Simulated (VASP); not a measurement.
Here is a VASP 6.6.1 calculation.

POSCAR

```
Cr
1.0
   -1.3496510146      1.3496510146      1.3496510146
    1.3496510146     -1.3496510146      1.3496510146
    1.3496510146      1.3496510146     -1.3496510146
Cr
1
Direct
    0.0000000000      0.0000000000      0.0000000000
```

The input INCAR.step1:

```
SYSTEM = Cr
PREC = Accurate
ENCUT = 520
ISMEAR = -1
SIGMA = 0.08
LREAL = .False.
LASPH = .True.
NELM = 100
NBANDS = 12
GGA = PE
ALGO = Normal
EDIFF = 1E-4
LWAVE = .True.
LCHARG = .False.
```

The input INCAR.step2:

```
SYSTEM = Cr
PREC = Accurate
ENCUT = 520
EDIFF = 1E-6
ISMEAR = -1
SIGMA = 0.08
LREAL = .False.
LASPH = .True.
NELM = 100
ALGO = Normal
ISIF = 2
LWAVE = .False.
LCHARG = .False.
METAGGA = R2SCAN
LMIXTAU = .True.
NBANDS = 12
ISTART = 1
```

File KPOINTS:

```
Automatic mesh
0
Gamma
  16 16 16
  0 0 0
```

Potentials or basis: VASP PAW PBE potentials, release 64 (Cr_pv).

The run is started by

```sh
$ cat potpaw_PBE.64/Cr_pv/POTCAR > POTCAR
$ cp INCAR.step1 INCAR
$ mpirun -np 1 vasp_std > vasp.out
$ cp INCAR.step2 INCAR
$ mpirun -np 1 vasp_std > vasp.out
```

Problem. What does it give for the pressure?

Solution. 53.7 GPa.

Problem. What does it give for the band gap on the k mesh?

Solution. Zero (bands 6 and 7 overlap by 4.33 eV).

Caveat: the cell stands under pressure; the PAW data sets were made with another functional, which shifts forces and pressure a little; the run has no spin polarisation, though such a crystal can be magnetic. Spin polarisation is off, so any magnetic state and its effect on volume and gap are missing.
